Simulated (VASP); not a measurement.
Set up this calculation in VASP 6.6.1, as the native input.

```
Task                   : single point
Functional             : r2SCAN
Potentials or basis    : VASP PAW PBE potentials, release 64 (Mg_sv, O)
Cutoff                 : 920 eV
k mesh                 : 12 × 12 × 12
Occupations            : gaussian, width 0.05 eV
Spin                   : no spin polarisation
Dipole correction      : no
Further INCAR settings : ALGO = Normal; EDIFF = 1e-06; NBANDS = 18
```

MgO2:

```
CELL_PARAMETERS angstrom
1.58069 0.91261 3.59880
-1.58069 0.91261 3.59880
0.00000 -1.82522 3.59880
ATOMIC_POSITIONS crystal
Mg 0.00000 0.00000 0.00000
O 0.42879 0.42879 0.42879
O 0.57121 0.57121 0.57121
```

This cell differs from its parent crystal: strain -0.015 along x and y, +0.030 along z.

One way to write it, as run:

POSCAR

```
MgO2
1.0
    1.5806896008      0.9126115665      3.5987982411
   -1.5806896008      0.9126115665      3.5987982411
    0.0000000000     -1.8252231330      3.5987982411
Mg O
1 2
Direct
    0.0000000000      0.0000000000      0.0000000000
    0.4287860000      0.4287860000      0.4287860000
    0.5712140000      0.5712140000      0.5712140000
```

INCAR.step1

```
ALGO     = Normal         # electronic algorithm
EDIFF    = 1E-5           # SCF threshold, eV
ENCUT    = 920            # plane-wave cutoff, eV
GGA      = PE             # functional
GGA_COMPAT= False        
ISMEAR   = 0              # smearing method
LASPH    = True           # aspherical terms in the spheres
LCHARG   = False          # write CHGCAR
LREAL    = False          # projectors in reciprocal space
LWAVE    = True           # write WAVECAR
NBANDS   = 18             # bands
NELM     = 120            # most SCF steps
PREC     = Accurate       # precision mode
SIGMA    = 0.05           # smearing width, eV
```

INCAR.step2

```
ALGO     = Normal         # electronic algorithm
EDIFF    = 1E-6           # SCF threshold, eV
ENCUT    = 920            # plane-wave cutoff, eV
GGA_COMPAT= False        
ISIF     = 2              # what is computed and relaxed
ISMEAR   = 0              # smearing method
ISTART   = 1            
LASPH    = True           # aspherical terms in the spheres
LCHARG   = False          # write CHGCAR
LMIXTAU  = True         
LREAL    = False          # projectors in reciprocal space
LWAVE    = False          # write WAVECAR
METAGGA  = R2SCAN         # meta-GGA
NBANDS   = 18             # bands
NELM     = 120            # most SCF steps
PREC     = Accurate       # precision mode
SIGMA    = 0.05           # smearing width, eV
```

KPOINTS

```
k-points
0
Gamma
  12 12 12
```

Potentials or basis: VASP PAW PBE potentials, release 64 (Mg_sv, O).

Command:

```sh
$ cat potpaw_PBE.64/Mg_sv/POTCAR potpaw_PBE.64/O/POTCAR > POTCAR
$ cp INCAR.step1 INCAR
$ mpirun -np 1 vasp_std > vasp.out
$ cp INCAR.step2 INCAR
$ mpirun -np 1 vasp_std > vasp.out
```

It gave:

```yaml
Pressure: -6.8 GPa
Largest_force: 0.902 eV/Å
Band_gap_on_the_k_mesh: 2.27 eV
```

Caveat: the cell differs from its parent crystal (strain -0.015 along x and y, +0.030 along z); the stress differs along the axes, from -19 to -1 GPa; the PAW data sets were made with another functional, which shifts forces and pressure a little.

Run time: 13 min on 1 thread of Intel(R) Xeon(R) Platinum 8488C (Sapphire Rapids), on a shared host, peak memory 0.4 GiB.
